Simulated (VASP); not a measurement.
Runs of VASP 6.6.1 on Ti. The structure is that of space group Im-3m (No. 229), or close to it. The cells are those of the table. This isn't the form of Ti at room conditions, which is hcp.

```csv
level,spin,cell,k mesh,smearing,grid for exact exchange (PRECFOCK),share of exact exchange,gap on the mesh (eV),pressure (GPa),moment (μB)
r2SCAN,collinear,"a = 2.854 Å, angles 109.5°, 1 atom",22 × 22 × 22,fermi-dirac 0.05 eV,-,-,none,-3.8,0.00
r2SCAN,off,"a = 2.820 Å, angles 109.5°, 1 atom",7 × 7 × 7,fermi-dirac 0.1 eV,-,-,none,0.6,-
r2SCAN0,off,"a = 2.820 Å, angles 109.5°, 1 atom",7 × 7 × 7,fermi-dirac 0.1 eV,Normal,0.25,none,(a),-
r2SCAN,collinear,"a = 2.892 Å, angles 109.5°, 1 atom",22 × 22 × 22,fermi-dirac 0.05 eV,-,-,none,-7.3,0.00
```

Alike in all rows: task single point; potentials or basis VASP PAW PBE potentials, release 64 (Ti_sv); cutoff (eV) 520.

**Question.** Estimate the missing entries.

**Answer.** (a) 0.3.

Caveats: some runs use coarse meshes; the PAW data sets were made with another functional, which shifts forces and pressure a little; the cell stands under tension (at least some runs).

A gap of «none» marks levels without a gap at the run's occupations.
